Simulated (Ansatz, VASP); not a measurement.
C: VASP beside Ansatz

File INCAR:

```
PREC = Accurate ; ENCUT = 520
EDIFF = 1E-6 ; ISMEAR = 0
SIGMA = 0.03 ; LREAL = False
LASPH = True ; NELM = 80
ALGO = Normal ; ISIF = 2
LWAVE = False ; LCHARG = True
GGA = PE ; IVDW = 12
LELF = True ; LVHAR = True
NBANDS = 11
```

KPOINTS

```
regular mesh
0
Gamma
  18 18 18
```

Contents of POSCAR:

```
C
1.0
    0.0000000000      2.4093838609      3.1978844530
    1.1602207361      0.0000000000      3.1978844530
    1.1602207361      2.4093838609      0.0000000000
C
2
Direct
    0.1666966007      0.8333033993      0.1666966007
    0.8333033993      0.1666966007      0.8333033993
```

Input for Ansatz:

```yaml
crystal:
  lattice:
    - [0.0, 2.4093838609, 3.197884453]
    - [1.1602207361, 0.0, 3.197884453]
    - [1.1602207361, 2.4093838609, 0.0]
  atoms:
    - { symbol: C, position: [0.1666966007, 0.8333033993, 0.1666966007] }
    - { symbol: C, position: [0.8333033993, 0.1666966007, 0.8333033993] }
basis:
  ecutwfc: 520.0
kpoints:
  mp_grid: { grid: [18, 18, 18] }
hamiltonian:
  xc: pbe
  pseudopotentials: { kind: paw, azcp: { folder: soft_1 } }
  dispersion: d3bj
scf:
  occupations: { method: gaussian, width: 0.03 }
output:
  forces: true
  stress: true
  eigenvalues: true
```

Change from the starting cell: volume 8.939 Å^3 an atom, stretch along b over the lengths across it, relative to the relaxed cell 1.1996.

Alike in both runs: task single point; functional PBE; dispersion D3(BJ); k mesh 18 × 18 × 18; occupations gaussian, width 0.03 eV; no spin polarisation.

|  | VASP | Ansatz |
| --- | --- | --- |
| version | VASP 6.6.1 | Ansatz 0.2.0 |
| potentials or method | VASP PAW PBE potentials, release 64 (C), cutoff 520 eV | scalar-relativistic, plane waves, PAW |
| valence electrons in the cell | 8 | 8 |

Ansatz gave:

* gap on the k mesh at the Fermi level (eV): 0.18
* least direct gap on the mesh (eV): 0.18
* pressure (GPa): -15.5
* traceless stress, the component that is largest in VASP (GPa): -84.62
* rms of the force components (eV/Å): 0.055

Q: Which values does VASP return?

A: gap on the k mesh at the Fermi level (eV): 0.18; least direct gap on the mesh (eV): 0.18; pressure (GPa): -15.1; traceless stress, the component that is largest in VASP (GPa): -84.61; rms of the force components (eV/Å): 0.028.

Atom by atom the forces differ by 0.026 eV/Å (rms over components).
